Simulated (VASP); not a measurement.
# P in VASP: further runs, part 2 of 2

VASP 6.6.1. The steps go on from the part before.

**4. Single point, PBEsol**

INCAR reads:

```
SYSTEM = P
  PREC = Accurate
  ENCUT = 520
  EDIFF = 1E-6
  ISMEAR = -1
  SIGMA = 0.05
  LREAL = .FALSE.
  LASPH = .TRUE.
  NELM = 100
  ALGO = Normal
  ISIF = 2
  LWAVE = .FALSE.
  LCHARG = .FALSE.
  GGA = PS
  NBANDS = 18
```

KPOINTS reads:

```
Automatic mesh
0
G
  8 1 6
  0 0 0
```

POSCAR reads:

```
P
1.0
    3.2166940593      0.0000000000      0.0000000000
    0.0000000000     34.1454633489      0.0000000000
    0.0000000000      0.0000000000      4.5375258363
P
4
Direct
    0.5000000000      0.9702614300      0.9078492800
    0.5000000000      0.0297385700      0.0921507200
    0.0000000000      0.0297385700      0.4078492800
    0.0000000000      0.9702614300      0.5921507200
```

Potentials or basis: VASP PAW PBE potentials, release 64 (P).

Command:

```
$ cat potpaw_PBE.64/P/POTCAR > POTCAR
$ mpirun -np 1 vasp_std > vasp.out
```

OUTCAR:

```text
SYSTEM = P
   PREC = Accurate
   ENCUT = 520
   EDIFF = 1E-6
   ISMEAR = -1
   LREAL = .FALSE.
   LASPH = .TRUE.
   NELM = 100
   ISIF = 2
   GGA = PS

 ion  position               nearest neighbor table
   1  0.500  0.970  0.908-   4 2.15   4 2.15   2 2.20
   2  0.500  0.030  0.092-   3 2.15   3 2.15   1 2.20
   3  0.000  0.030  0.408-   2 2.15   2 2.15   4 2.20
   4  0.000  0.970  0.592-   1 2.15   1 2.15   3 2.20

  LATTYP: Found a simple orthorhombic cell.
 ALAT       =     3.2166940593
 B/A-ratio  =     1.4106177811
 C/A-ratio  =    10.6150795567

  Lattice vectors:

 A1 = (  -3.2166940593,   0.0000000000,   0.0000000000)
 A2 = (   0.0000000000,   0.0000000000,   4.5375258363)
 A3 = (   0.0000000000,  34.1454633489,   0.0000000000)

Analysis of symmetry for initial positions (statically):
=====================================================================
 Subroutine PRICEL returns:
 Original cell was already a primitive cell.

 Routine SETGRP: Setting up the symmetry group for a
 simple orthorhombic supercell.

 Subroutine GETGRP returns: Found  8 space group operations
 (whereof  4 operations were pure point group operations)
 out of a pool of  8 trial point group operations.

The static configuration has the point symmetry C_2h.
 The point group associated with its full space group is D_2h.

Analysis of symmetry for dynamics (positions and initial velocities):
=====================================================================
 Subroutine PRICEL returns:
 Original cell was already a primitive cell.

 Routine SETGRP: Setting up the symmetry group for a
 simple orthorhombic supercell.

 Subroutine GETGRP returns: Found  8 space group operations
 (whereof  4 operations were pure point group operations)
 out of a pool of  8 trial point group operations.

The dynamic configuration has the point symmetry C_2h.
 The point group associated with its full space group is D_2h.

 Subroutine INISYM returns: Found  8 space group operations
 (whereof  4 operations are pure point group operations),
 and found     1 'primitive' translations

----------------------------------------------------------------------------------------

                                     Primitive cell

  volume of cell :     498.3815

  direct lattice vectors                    reciprocal lattice vectors
     3.216694059  0.000000000  0.000000000     0.310878182  0.000000000  0.000000000
     0.000000000 34.145463349  0.000000000     0.000000000  0.029286467  0.000000000
     0.000000000  0.000000000  4.537525836     0.000000000  0.000000000  0.220384420

  length of vectors
     3.216694059 34.145463349  4.537525836     0.310878182  0.029286467  0.220384420

  position of ions in fractional coordinates (direct lattice)
     0.500000000  0.970261430  0.907849280
     0.500000000  0.029738570  0.092150720
     0.000000000  0.029738570  0.407849280
     0.000000000  0.970261430  0.592150720

  ion indices of the primitive-cell ions
   primitive index   ion index
                 1           1
                 2           2
                 3           3
                 4           4

----------------------------------------------------------------------------------------

 KPOINTS: Automatic mesh

Automatic generation of k-mesh.
 Grid dimensions read from file:
 generate k-points for:    8    1    6

 Generating k-lattice:

  Cartesian coordinates                     Fractional coordinates (reciprocal lattice)
     0.038859773  0.000000000  0.000000000     0.125000000  0.000000000  0.000000000
     0.000000000  0.029286467  0.000000000     0.000000000  1.000000000  0.000000000
     0.000000000  0.000000000  0.036730737     0.000000000  0.000000000  0.166666667

  Length of vectors
     0.038859773  0.029286467  0.036730737

  Shift w.r.t. Gamma in fractional coordinates (k-lattice)
     0.000000000  0.000000000  0.000000000

 Subroutine IBZKPT returns following result:
 ===========================================

 Found     20 irreducible k-points:

 Following reciprocal coordinates:
            Coordinates               Weight
  0.000000  0.000000  0.000000      1.000000
  0.125000  0.000000  0.000000      2.000000
  0.250000  0.000000  0.000000      2.000000
  0.375000  0.000000  0.000000      2.000000
  0.500000  0.000000  0.000000      1.000000
  0.000000  0.000000  0.166667      2.000000
[... 12 lines left out ...]
  0.375000  0.000000  0.500000      2.000000
  0.500000  0.000000  0.500000      1.000000
   k-points           NKPTS =     20   k-points in BZ     NKDIM =     20   number of bands    NBANDS=     18
   number of dos      NEDOS =    301   number of ions     NIONS =      4
   total plane-waves  NPLWV = 221184
   dimension x,y,z NGX =    24 NGY =  256 NGZ =   36
   dimension x,y,z NGXF=    48 NGYF=  512 NGZF=   72
   ions per type =               4
   NGX,Y,Z   is equivalent  to a cutoff of  12.40, 12.46, 13.19 a.u.
   NGXF,Y,Z  is equivalent  to a cutoff of  24.81, 24.93, 26.38 a.u.
 SYSTEM =  P
   PREC   = accura    normal or accurate (medium, high low for compatibility)
   ISTART =      0    job   : 0-new  1-cont  2-samecut
   ICHARG =      2    charge: 1-file 2-atom 10-const
   ISPIN  =      1    spin polarized calculation?
   LNONCOLLINEAR =      F non collinear calculations
   LSORBIT =      F    spin-orbit coupling
   LASPH  =      T    aspherical Exc in radial PAW
   ENCUT  =  520.0 eV  38.22 Ry    6.18 a.u.   5.98 63.49  8.44*2*pi/ulx,y,z
   NELM   =    100;   NELMIN=  2; NELMDL= -5     # of ELM steps
   EDIFF  = 0.1E-05   stopping-criterion for ELM
   LREAL  =      F    real-space projection
[... 7 lines left out ...]
   TEBEG  =    0.0;   TEEND  =   0.0 temperature during run
   PSTRESS=    0.0 pullay stress
   NELECT =      20.0000    total number of electrons
   NUPDOWN=      -1.0000    fix difference up-down
   EMIN   =  10.00;   EMAX   =-10.00  energy-range for DOS
   EFERMI =   0.00;   METHOD = LEGACY
   ISMEAR =    -1;   SIGMA  =   0.05  broadening in eV -4-tet -1-fermi 0-gaus
   EFERMI_NEDOS =   21; number of points for ismear=-14 and -15
   IALGO  =     38    algorithm
   IMIX   =      4    mixing-type and parameters
     AMIX     =   0.40;   BMIX     =  1.00
     AMIX_MAG =   1.60;   BMIX_MAG =  1.00
  volume/ion in A,a.u.               =     124.60       840.81
  Fermi-wavevector in a.u.,A,eV,Ry     =   0.560485  1.059164  4.274185  0.314144
  Thomas-Fermi vector in A             =   1.596379
   LORBIT       =      0    0 simple, 1 ext, 2 COOP (PROOUT), +10 PAW based schemes
   GGA     = PS    functional components
   LHFCALC =     F    Hartree Fock is set to
   AEXX    =    0.0000 exact exchange contribution
   IVDW    =     0    specifies the selected vdW correction
   LEPSILON=     F    determine dielectric tensor
   LRPA    =     F    only Hartree local field effects (RPA)
 non-spin polarized calculation
  energy-cutoff  :      520.00
  volume of cell :      498.38
 maximum number of plane-waves:     13508
 NGX is ok and might be reduce to    24
   NGX = 11   NGY =127   NGZ = 17

 number of electron      19.9999998 magnetization

 Free energy of the ion-electron system (eV)
  ---------------------------------------------------
  ext. energy  EPLUGINS =         0.00000000
  ---------------------------------------------------
  free energy    TOTEN  =       -22.74647179 eV

  energy without entropy =      -22.74645710  energy(sigma->0) =      -22.74646445

 E-fermi :  -2.8487     XC(G=0):  -1.8206

 val. band max:       -3.2928878728   @ k =   0.1250   0.0000   0.0000
 cond. band min:      -2.4497038531   @ k =   0.0000   0.0000   0.0000
 fundamental gap:      0.8431840197
 Fermi energy:        -2.8487347460

 k-point     1 :       0.0000    0.0000    0.0000
  band No.  band energies     occupation
      1     -18.9741      2.00000
      2     -16.3027      2.00000
      3     -12.7577      2.00000
      4      -9.4400      2.00000
      5      -8.2883      2.00000
      6      -7.8224      2.00000
[... 10 lines left out ...]
     17       1.7151      0.00000
     18       1.8578      0.00000
[... 379 lines left out ...]
 k-point    20 :       0.5000    0.0000    0.5000
  band No.  band energies     occupation
      1     -15.5295      2.00000
      2     -15.5295      2.00000
      3     -13.5755      2.00000
      4     -13.5755      2.00000
      5      -8.6604      2.00000
      6      -8.6604      2.00000
[... 10 lines left out ...]
     17       3.2362      0.00000
     18       3.2362      0.00000

------------------------ aborting loop because EDIFF is reached ----------------------------------------

  FORCE on cell =-STRESS in cart. coord.  units (eV):
  Direction    XX          YY          ZZ          XY          YZ          ZX
  --------------------------------------------------------------------------------------
  -------------------------------------------------------------------------------------
  Total        2.8225880      1.9948941      2.3300091      0.0000000      0.0000000      0.0000000
  in kB        9.0739460      6.4131080      7.4904226      0.0000000      0.0000000      0.0000000
  external PRESSURE =       7.6591589 kB  Pullay stress =       0.0000000 kB

 VOLUME and BASIS-vectors are now :
 -----------------------------------------------------------------------------
  energy-cutoff  :      520.00
  volume of cell :      498.38
      direct lattice vectors                 reciprocal lattice vectors
     3.216694059  0.000000000  0.000000000     0.310878182  0.000000000  0.000000000
     0.000000000 34.145463349  0.000000000     0.000000000  0.029286467  0.000000000
     0.000000000  0.000000000  4.537525836     0.000000000  0.000000000  0.220384420

 POSITION                                       TOTAL-FORCE (eV/Angst)
 -----------------------------------------------------------------------------------
      1.60835     33.13003      4.11939         0.000000     -0.495338      0.632942
      1.60835      1.01544      0.41814        -0.000000      0.495338     -0.632942
      0.00000      1.01544      1.85063         0.000000      0.495338      0.632942
      0.00000     33.13003      2.68690         0.000000     -0.495338     -0.632942
 -----------------------------------------------------------------------------------
    total drift:                               -0.000000      0.000000     -0.000000

  FREE ENERGIE OF THE ION-ELECTRON SYSTEM (eV)
  ---------------------------------------------------
  free  energy   TOTEN  =       -22.7464717893 eV

  energy  without entropy=      -22.7464571010  energy(sigma->0) =      -22.74646445
```

OSZICAR:

```text
N       E                     dE             d eps       ncg     rms          rms(c)
DAV:   1     0.138453571832E+03    0.13845E+03   -0.56638E+03   728   0.728E+02
DAV:   2    -0.463418366153E+01   -0.14309E+03   -0.13189E+03  1150   0.134E+02
DAV:   3    -0.226677571461E+02   -0.18034E+02   -0.17951E+02   958   0.576E+01
DAV:   4    -0.230470697107E+02   -0.37931E+00   -0.37840E+00  1028   0.108E+01
[... 13 lines left out ...]
DAV:  18    -0.227464461582E+02   -0.15377E-04   -0.19535E-07   786   0.192E-03    0.188E-03
DAV:  19    -0.227464636821E+02   -0.17524E-04   -0.38840E-07   682   0.174E-03    0.164E-03
DAV:  20    -0.227464686729E+02   -0.49909E-05   -0.13124E-07   782   0.114E-03    0.770E-04
DAV:  21    -0.227464710503E+02   -0.23774E-05   -0.48875E-08   704   0.638E-04    0.409E-04
DAV:  22    -0.227464717893E+02   -0.73903E-06   -0.10145E-08   710   0.363E-04
   1 F= -.22746472E+02 E0= -.22746464E+02  d E =-.146883E-04
```

stdout:

```text
POSCAR found type information on POSCAR P
 POSCAR found :  1 types and       4 ions
 scaLAPACK will be used
 -----------------------------------------------------------------------------
|                                                                             |
|                                                                             |
|     You enforced a specific xc type in the INCAR file but a different       |
|     I HOPE YOU KNOW WHAT YOU ARE DOING!                                     |
|                                                                             |
 -----------------------------------------------------------------------------

 LDA part: xc-table for (Slater+PW92), standard interpolation
 POSCAR, INCAR and KPOINTS ok, starting setup
 FFT: planning ... GRIDC
 FFT: planning ... GRID_SOFT
 FFT: planning ... GRID
 WAVECAR not read
 entering main loop
```

Run time: 5.6 min. Hardware: 1 thread of Intel Xeon 8259CL, shared host; peak memory 0.55 GiB.

What came out:

- Free energy: -22.7465 eV
- Largest force: 0.804 eV/Å
- Band gap on the k mesh: 0.84 eV, indirect (least direct gap 0.87 eV)

Forces in eV/Å, atoms in the order of the input:
```
P    0.000 -0.495  0.633
P    0.000  0.495 -0.633
P    0.000  0.495  0.633
P    0.000 -0.495 -0.633
```

Caveat: the PAW data sets were made with another functional, which shifts forces and pressure a little.
